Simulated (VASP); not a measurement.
# SrTiO3 (Cmmm) in VASP: a series of runs, part 2 of 4

VASP 6.6.1. The steps go on from the part before.

### Step 3. Single point, PBE (strain +0.0050 x Voigt [0, 0, 0, 1, 0, 0])

The input, INCAR:

```
ALGO = Normal ; EDIFF = 1E-7
ENCUT = 520 ; GGA = PE
ISIF = 2 ; ISMEAR = 0
LASPH = True ; LCHARG = False
LREAL = False ; LWAVE = False
NBANDS = 28 ; NELM = 80
PREC = Accurate ; SIGMA = 0.05
```

The input, KPOINTS:

```
k-points
0
Gamma
  8 8 8
```

The input, POSCAR:

```
SrTiO3
1.0
    3.9364035669      0.0000000000      0.0000000000
    0.0000000000      3.9364035669      0.0098410089
    0.0000000000      0.0098410089      3.9364035669
Sr Ti O
1 1 3
Direct
    0.0000000000      0.0000000000      0.0000000000
    0.5000000000      0.5000000000      0.5000000000
    0.0000000000      0.5000000000      0.5000000000
    0.5000000000      0.0000000000      0.5000000000
    0.5000000000      0.5000000000      0.0000000000
```

Potentials or basis: VASP PAW PBE potentials, release 64 (Sr_sv, Ti_sv, O).

Run with:

```bash
cat potpaw_PBE.64/Sr_sv/POTCAR potpaw_PBE.64/Ti_sv/POTCAR potpaw_PBE.64/O/POTCAR > POTCAR
mpirun -np 1 vasp_std > vasp.out
```

OUTCAR:

```text
EDIFF = 1E-7
   ENCUT = 520
   GGA = PE
   ISIF = 2
   ISMEAR = 0
   LASPH = True
   LREAL = False
   NELM = 80
   PREC = Accurate

 ion  position               nearest neighbor table
   1  0.000  0.000  0.000-   3 2.78   3 2.78   4 2.78   4 2.78   5 2.78   5 2.78   4 2.78   5 2.78
                             4 2.78   5 2.78   3 2.79   3 2.79   2 3.40   2 3.40   2 3.40   2 3.40
   2  0.500  0.500  0.500-   3 1.97   3 1.97   5 1.97   5 1.97   4 1.97   4 1.97   1 3.40   1 3.40
                             1 3.40   1 3.40   1 3.41   1 3.41   1 3.41   1 3.41
   3  0.000  0.500  0.500-   2 1.97   2 1.97   1 2.78   1 2.78   1 2.79   1 2.79
   4  0.500  0.000  0.500-   2 1.97   2 1.97   1 2.78   1 2.78   1 2.78   1 2.78
   5  0.500  0.500  0.000-   2 1.97   2 1.97   1 2.78   1 2.78   1 2.78   1 2.78

  LATTYP: Found a base centered orthorhombic cell.
 ALAT       =     5.5529980230
 B/A-ratio  =     1.0050125313
 C/A-ratio  =     0.7088789786

  Lattice vectors:

 A1 = (   0.0000000000,  -0.0098410089,  -3.9364035669)
 A2 = (   0.0000000000,   3.9364035669,   0.0098410089)
 A3 = (   3.9364035669,   0.0000000000,   0.0000000000)

Analysis of symmetry for initial positions (statically):
=====================================================================
 Subroutine PRICEL returns:
 Original cell was already a primitive cell.

 Routine SETGRP: Setting up the symmetry group for a
 base centered orthorhombic supercell.

 Subroutine GETGRP returns: Found  8 space group operations
 (whereof  8 operations were pure point group operations)
 out of a pool of  8 trial point group operations.

The static configuration has the point symmetry D_2h.

Analysis of symmetry for dynamics (positions and initial velocities):
=====================================================================
 Subroutine PRICEL returns:
 Original cell was already a primitive cell.

 Routine SETGRP: Setting up the symmetry group for a
 base centered orthorhombic supercell.

 Subroutine GETGRP returns: Found  8 space group operations
[... 131 lines left out ...]
  Fermi-wavevector in a.u.,A,eV,Ry     =   1.422316  2.687788 27.524355  2.022983
  Thomas-Fermi vector in A             =   2.543033
   LORBIT       =      0    0 simple, 1 ext, 2 COOP (PROOUT), +10 PAW based schemes
   GGA     = PE    functional components
   LHFCALC =     F    Hartree Fock is set to
   AEXX    =    0.0000 exact exchange contribution
   IVDW    =     0    specifies the selected vdW correction
   LEPSILON=     F    determine dielectric tensor
   LRPA    =     F    only Hartree local field effects (RPA)
 non-spin polarized calculation
 Gauss-broadening in eV      SIGMA  =   0.05
  energy-cutoff  :      520.00
  volume of cell :       61.00
 maximum number of plane-waves:      1662
 NGX is ok and might be reduce to    30
   NGX = 15   NGY = 15   NGZ = 15

 number of electron      39.9999990 magnetization

 Free energy of the ion-electron system (eV)
  ---------------------------------------------------
  ext. energy  EPLUGINS =         0.00000000
  ---------------------------------------------------
  free energy    TOTEN  =       -40.10275199 eV

  energy without entropy =      -40.10275199  energy(sigma->0) =      -40.10275199

 E-fermi :   4.3626     XC(G=0): -11.1445

 val. band max:        3.9738232410   @ k =   0.5000   0.5000   0.5000
 cond. band min:       5.7735960197   @ k =   0.0000   0.0000   0.0000
 fundamental gap:      1.7997727787
 Fermi energy:         4.3625795518

 k-point     1 :       0.0000    0.0000    0.0000
  band No.  band energies     occupation
      1     -52.5922      2.00000
      2     -28.8943      2.00000
      3     -28.8254      2.00000
      4     -28.8233      2.00000
      5     -28.8212      2.00000
      6     -13.3705      2.00000
[... 733 lines left out ...]
     27      11.9756      0.00000
     28      13.1592      0.00000

 [... further k-points ...]

------------------------ aborting loop because EDIFF is reached ----------------------------------------

  FORCE on cell =-STRESS in cart. coord.  units (eV):
  Direction    XX          YY          ZZ          XY          YZ          ZX
  --------------------------------------------------------------------------------------
  -------------------------------------------------------------------------------------
  Total        0.2377400      0.2379934      0.2379934      0.0000000     -0.2095413      0.0000000
  in kB        6.2447733      6.2514302      6.2514302      0.0000000     -5.5040726      0.0000000
  external PRESSURE =       6.2492112 kB  Pullay stress =       0.0000000 kB

 VOLUME and BASIS-vectors are now :
 -----------------------------------------------------------------------------
  energy-cutoff  :      520.00
  volume of cell :       61.00
      direct lattice vectors                 reciprocal lattice vectors
     3.936403567  0.000000000  0.000000000     0.254038993  0.000000000  0.000000000
     0.000000000  3.936403567  0.009841009     0.000000000  0.254040581 -0.000635101
     0.000000000  0.009841009  3.936403567     0.000000000 -0.000635101  0.254040581

 POSITION                                       TOTAL-FORCE (eV/Angst)
 -----------------------------------------------------------------------------------
      0.00000      0.00000      0.00000         0.000000      0.000000      0.000000
      1.96820      1.97312      1.97312         0.000000     -0.000000     -0.000000
      0.00000      1.97312      1.97312         0.000000      0.000000     -0.000000
      1.96820      0.00492      1.96820         0.000000      0.000000     -0.000000
      1.96820      1.96820      0.00492         0.000000      0.000000     -0.000000
 -----------------------------------------------------------------------------------
    total drift:                                0.000000      0.000000     -0.000000

  FREE ENERGIE OF THE ION-ELECTRON SYSTEM (eV)
  ---------------------------------------------------
  free  energy   TOTEN  =       -40.1027519858 eV

  energy  without entropy=      -40.1027519858  energy(sigma->0) =      -40.10275199
```

stdout:

```text
POSCAR found type information on POSCAR SrTiO
 POSCAR found :  3 types and       5 ions
 scaLAPACK will be used
 LDA part: xc-table for (Slater+PW92), standard interpolation
 POSCAR, INCAR and KPOINTS ok, starting setup
 FFT: planning ... GRIDC
 FFT: planning ... GRID_SOFT
 FFT: planning ... GRID
 WAVECAR not read
 entering main loop
```

Run time: 100 s. Hardware: 1 thread of Intel Xeon 6975P-C (Granite Rapids), shared host; peak memory 0.29 GiB.

What came out:

| Property | Result |
| --- | --- |
| Free energy | -40.1028 eV |
| Pressure | 0.6 GPa |
| Band gap on the k mesh | 1.80 eV (least direct gap 2.16 eV) |

Caveat: the cell differs from its parent crystal (strain +0.0050 x Voigt [0, 0, 0, 1, 0, 0]). A k mesh can miss the band edges.

### Step 4. Single point, PBE (strain +0.0300 x Voigt [0, 0, 0, 1, 0, 0])

The input, INCAR:

```
SYSTEM = SrTiO3
PREC = Accurate
ENCUT = 520
EDIFF = 1E-7
ISMEAR = 0
SIGMA = 0.05
LREAL = .FALSE.
LASPH = .TRUE.
NELM = 100
ALGO = Normal
ISIF = 2
LWAVE = .FALSE.
LCHARG = .TRUE.
GGA = PE
LELF = .TRUE.
LVHAR = .TRUE.
NBANDS = 28
```

The input, KPOINTS:

```
regular mesh
0
G
  8 8 8
  0 0 0
```

Changes to POSCAR since step 3:

```diff
@@ -3,4 +3,4 @@
     3.9364035669      0.0000000000      0.0000000000
-    0.0000000000      3.9364035669      0.0098410089
-    0.0000000000      0.0098410089      3.9364035669
+    0.0000000000      3.9364035669      0.0590460535
+    0.0000000000      0.0590460535      3.9364035669
 Sr Ti O
```

Potentials or basis: VASP PAW PBE potentials, release 64 (Sr_sv, Ti_sv, O).

Run with:

```bash
cat potpaw_PBE.64/Sr_sv/POTCAR potpaw_PBE.64/Ti_sv/POTCAR potpaw_PBE.64/O/POTCAR > POTCAR
mpirun -np 1 vasp_std > vasp.out
```

OUTCAR:

```text
SYSTEM = SrTiO3
   PREC = Accurate
   ENCUT = 520
   EDIFF = 1E-7
   ISMEAR = 0
   LREAL = .FALSE.
   LASPH = .TRUE.
   NELM = 100
   ISIF = 2
   GGA = PE

 ion  position               nearest neighbor table
   1  0.000  0.000  0.000-   3 2.74   3 2.74   4 2.78   4 2.78   5 2.78   5 2.78   4 2.78   5 2.78
                             4 2.78   5 2.78   3 2.83   3 2.83   2 3.38   2 3.38   2 3.38   2 3.38
   2  0.500  0.500  0.500-   3 1.97   3 1.97   5 1.97   5 1.97   4 1.97   4 1.97   1 3.38   1 3.38
                             1 3.38   1 3.38   1 3.44   1 3.44   1 3.44   1 3.44
   3  0.000  0.500  0.500-   2 1.97   2 1.97   1 2.74   1 2.74   1 2.83   1 2.83
   4  0.500  0.000  0.500-   2 1.97   2 1.97   1 2.78   1 2.78   1 2.78   1 2.78
   5  0.500  0.500  0.000-   2 1.97   2 1.97   1 2.78   1 2.78   1 2.78   1 2.78

  LATTYP: Found a base centered orthorhombic cell.
 ALAT       =     5.4834115816
 B/A-ratio  =     1.0304568528
 C/A-ratio  =     0.7178749048

  Lattice vectors:

 A1 = (   0.0000000000,  -0.0590460535,  -3.9364035669)
 A2 = (   0.0000000000,   3.9364035669,   0.0590460535)
 A3 = (   3.9364035669,   0.0000000000,   0.0000000000)

Analysis of symmetry for initial positions (statically):
=====================================================================
 Subroutine PRICEL returns:
 Original cell was already a primitive cell.

 Routine SETGRP: Setting up the symmetry group for a
 base centered orthorhombic supercell.

 Subroutine GETGRP returns: Found  8 space group operations
 (whereof  8 operations were pure point group operations)
 out of a pool of  8 trial point group operations.

The static configuration has the point symmetry D_2h.

Analysis of symmetry for dynamics (positions and initial velocities):
=====================================================================
 Subroutine PRICEL returns:
[... 133 lines left out ...]
   IMIX   =      4    mixing-type and parameters
     AMIX     =   0.40;   BMIX     =  1.00
     AMIX_MAG =   1.60;   BMIX_MAG =  1.00
  volume/ion in A,a.u.               =      12.20        82.31
  Fermi-wavevector in a.u.,A,eV,Ry     =   1.422420  2.687984 27.528369  2.023278
  Thomas-Fermi vector in A             =   2.543125
   LORBIT       =      0    0 simple, 1 ext, 2 COOP (PROOUT), +10 PAW based schemes
   GGA     = PE    functional components
   LHFCALC =     F    Hartree Fock is set to
   AEXX    =    0.0000 exact exchange contribution
   IVDW    =     0    specifies the selected vdW correction
   LEPSILON=     F    determine dielectric tensor
   LRPA    =     F    only Hartree local field effects (RPA)
 non-spin polarized calculation
 Gauss-broadening in eV      SIGMA  =   0.05
  energy-cutoff  :      520.00
  volume of cell :       60.98
 maximum number of plane-waves:      1667
 NGX is ok and might be reduce to    30
   NGX = 15   NGY = 15   NGZ = 15

 number of electron      39.9999991 magnetization

 Free energy of the ion-electron system (eV)
  ---------------------------------------------------
  ext. energy  EPLUGINS =         0.00000000
  ---------------------------------------------------
  free energy    TOTEN  =       -40.08433215 eV

  energy without entropy =      -40.08433215  energy(sigma->0) =      -40.08433215

 E-fermi :   4.3608     XC(G=0): -11.1454

 val. band max:        3.9917011868   @ k =   0.5000   0.5000   0.5000
 cond. band min:       5.7322386745   @ k =   0.0000   0.0000   0.0000
 fundamental gap:      1.7405374878
 Fermi energy:         4.3608229233

 k-point     1 :       0.0000    0.0000    0.0000
  band No.  band energies     occupation
      1     -52.5913      2.00000
      2     -28.8911      2.00000
      3     -28.8345      2.00000
      4     -28.8230      2.00000
      5     -28.8098      2.00000
      6     -13.3694      2.00000
[... 733 lines left out ...]
     27      11.9744      0.00000
     28      13.2254      0.00000

 [... further k-points ...]

------------------------ aborting loop because EDIFF is reached ----------------------------------------

  FORCE on cell =-STRESS in cart. coord.  units (eV):
  Direction    XX          YY          ZZ          XY          YZ          ZX
  --------------------------------------------------------------------------------------
  -------------------------------------------------------------------------------------
  Total        0.2562099      0.2664925      0.2664925      0.0000000     -1.2599660      0.0000000
  in kB        6.7313998      7.0015531      7.0015531      0.0000000    -33.1030703      0.0000000
  external PRESSURE =       6.9115020 kB  Pullay stress =       0.0000000 kB

 VOLUME and BASIS-vectors are now :
 -----------------------------------------------------------------------------
  energy-cutoff  :      520.00
  volume of cell :       60.98
      direct lattice vectors                 reciprocal lattice vectors
     3.936403567  0.000000000  0.000000000     0.254038993  0.000000000  0.000000000
     0.000000000  3.936403567  0.059046054     0.000000000  0.254096165 -0.003811442
     0.000000000  0.059046054  3.936403567     0.000000000 -0.003811442  0.254096165

 POSITION                                       TOTAL-FORCE (eV/Angst)
 -----------------------------------------------------------------------------------
      0.00000      0.00000      0.00000         0.000000      0.000000      0.000000
      1.96820      1.99772      1.99772         0.000000     -0.000000     -0.000000
      0.00000      1.99772      1.99772         0.000000      0.000000     -0.000000
      1.96820      0.02952      1.96820         0.000000      0.000000     -0.000000
      1.96820      1.96820      0.02952         0.000000      0.000000      0.000000
 -----------------------------------------------------------------------------------
    total drift:                                0.000000      0.000000     -0.000000

  FREE ENERGIE OF THE ION-ELECTRON SYSTEM (eV)
  ---------------------------------------------------
  free  energy   TOTEN  =       -40.0843321538 eV

  energy  without entropy=      -40.0843321538  energy(sigma->0) =      -40.08433215
```

OSZICAR:

```text
N       E                     dE             d eps       ncg     rms          rms(c)
DAV:   1     0.431848802064E+03    0.43185E+03   -0.21349E+04  5880   0.158E+03
DAV:   2    -0.478402586721E+01   -0.43663E+03   -0.41623E+03  6672   0.438E+02
DAV:   3    -0.483152792865E+02   -0.43531E+02   -0.43189E+02  8024   0.135E+02
DAV:   4    -0.504296383171E+02   -0.21144E+01   -0.21094E+01  8996   0.254E+01
DAV:   5    -0.504853239978E+02   -0.55686E-01   -0.55675E-01  8132   0.338E+00    0.258E+01
DAV:   6    -0.401591747710E+02    0.10326E+02   -0.54181E+01  8496   0.639E+01    0.141E+01
DAV:   7    -0.401820566725E+02   -0.22882E-01   -0.84612E+00  7712   0.217E+01    0.106E+01
DAV:   8    -0.401193528737E+02    0.62704E-01   -0.12961E+00  7044   0.116E+01    0.321E+00
DAV:   9    -0.400997942310E+02    0.19559E-01   -0.28377E-01  7724   0.422E+00    0.130E+00
DAV:  10    -0.400875325286E+02    0.12262E-01   -0.85767E-02  7612   0.230E+00    0.582E-01
DAV:  11    -0.400844775923E+02    0.30549E-02   -0.16721E-02  9464   0.128E+00    0.167E-01
DAV:  12    -0.400843706757E+02    0.10692E-03   -0.14038E-03  6932   0.414E-01    0.134E-01
DAV:  13    -0.400843446717E+02    0.26004E-04   -0.25502E-04  9432   0.133E-01    0.550E-02
DAV:  14    -0.400843342358E+02    0.10436E-04   -0.23177E-04  6852   0.112E-01    0.270E-02
DAV:  15    -0.400843325785E+02    0.16573E-05   -0.44661E-05  8140   0.497E-02    0.129E-02
DAV:  16    -0.400843323223E+02    0.25620E-06   -0.27584E-06  7272   0.155E-02    0.767E-03
DAV:  17    -0.400843321935E+02    0.12882E-06   -0.16237E-06  7880   0.174E-02    0.285E-03
DAV:  18    -0.400843321538E+02    0.39620E-07   -0.41220E-07  6100   0.878E-03
   1 F= -.40084332E+02 E0= -.40084332E+02  d E =-.139429E-27
```

stdout:

```text
POSCAR found type information on POSCAR SrTiO
 POSCAR found :  3 types and       5 ions
 scaLAPACK will be used
 LDA part: xc-table for (Slater+PW92), standard interpolation
 POSCAR, INCAR and KPOINTS ok, starting setup
 FFT: planning ... GRIDC
 FFT: planning ... GRID_SOFT
 FFT: planning ... GRID
 WAVECAR not read
 entering main loop
```

Wall time 1.9 min (1 thread of AMD EPYC 9R45 (Zen 5), shared host); peak memory 0.27 GiB.

Results:

* Free energy: -40.0843 eV
* Pressure: 0.7 GPa
* Band gap on the k mesh: 1.74 eV (least direct gap 2.04 eV)

Caveat: the cell differs from its parent crystal (strain +0.0300 x Voigt [0, 0, 0, 1, 0, 0]).

(Part 2 of 4 ends here.)
